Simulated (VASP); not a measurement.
Input of a VASP 6.6.1 run:

The input INCAR:

```
SYSTEM = Be
PREC = Accurate
ENCUT = 520
EDIFF = 1E-6
ISMEAR = -1
SIGMA = 0.1
LREAL = .False.
LASPH = .True.
NELM = 100
ALGO = Normal
ISIF = 2
LWAVE = .False.
LCHARG = .False.
NBANDS = 7
```

The input KPOINTS:

```
Automatic mesh
0
Gamma
  20 20 20
  0 0 0
```

POSCAR

```
Be
1.0
    1.9458165328      0.0000000000      0.0000000000
    0.0000000000      1.9458165328      0.0000000000
    0.0000000000      0.0000000000      1.9458165328
Be
1
Direct
    0.0000000000      0.0000000000      0.0000000000
```

Potentials or basis: VASP PAW LDA potentials, release 64 (Be).

Command:

```console
$ cat potpaw_LDA.64/Be/POTCAR > POTCAR
$ mpirun -np 1 vasp_std > vasp.out
```

(1) What does it give for the pressure?

(2) Estimate the band gap on the k mesh.

Results:

(1) 37.5 GPa.

(2) zero (band 1 reaches 13.91 eV, above the bottom of band 2 at 6.20 eV).
